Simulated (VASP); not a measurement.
Input of a VASP 6.6.1 run:

POSCAR

```
BaTe
1.0
    0.0000000000      3.7362055650      3.5323868441
    3.7362055650      0.0000000000      3.5323868441
    3.7362055650      3.7362055650      0.0000000000
Ba Te
1 1
Direct
    0.0000000000      0.0000000000      0.0000000000
    0.5000000000      0.5000000000      0.5000000000
```

File INCAR.step1:

```
PREC = Accurate
ENCUT = 520
ISMEAR = 0
SIGMA = 0.01
LREAL = False
LASPH = True
NELM = 80
NBANDS = 15
GGA = PE
ALGO = Normal
EDIFF = 1E-4
LWAVE = True
LCHARG = False
```

Contents of INCAR.step2:

```
PREC = Accurate
ENCUT = 520
EDIFF = 1E-6
ISMEAR = 0
SIGMA = 0.01
LREAL = False
LASPH = True
NELM = 80
ALGO = Normal
ISIF = 2
LWAVE = False
LCHARG = True
METAGGA = R2SCAN
LMIXTAU = True
LELF = True
LVHAR = True
NBANDS = 15
ISTART = 1
```

Contents of KPOINTS:

```
regular mesh
0
Gamma
  6 6 6
```

Potentials or basis: VASP PAW PBE potentials, release 64 (Ba_sv, Te).

Launch:

```bash
$ cat potpaw_PBE.64/Ba_sv/POTCAR potpaw_PBE.64/Te/POTCAR > POTCAR
$ cp INCAR.step1 INCAR
$ mpirun -np 1 vasp_std > vasp.out
$ cp INCAR.step2 INCAR
$ mpirun -np 1 vasp_std > vasp.out
```

Problem. Predict the pressure.

Solution. -2.3 GPa.

Problem. What does it give for the band gap on the k mesh?

Solution. 2.05 eV (least direct gap 2.44 eV).

Stress tensor (GPa, compression positive):
```
-3.06  0.00  0.00
 0.00 -3.06  0.00
 0.00  0.00 -0.74
```

Caveat: the cell differs from its parent crystal (biaxial xy strain +5.8%); the PAW data sets were made with another functional, which shifts forces and pressure a little; spin-orbit coupling is left out, which moves the levels of the heavy elements. A k mesh can miss the band edges.
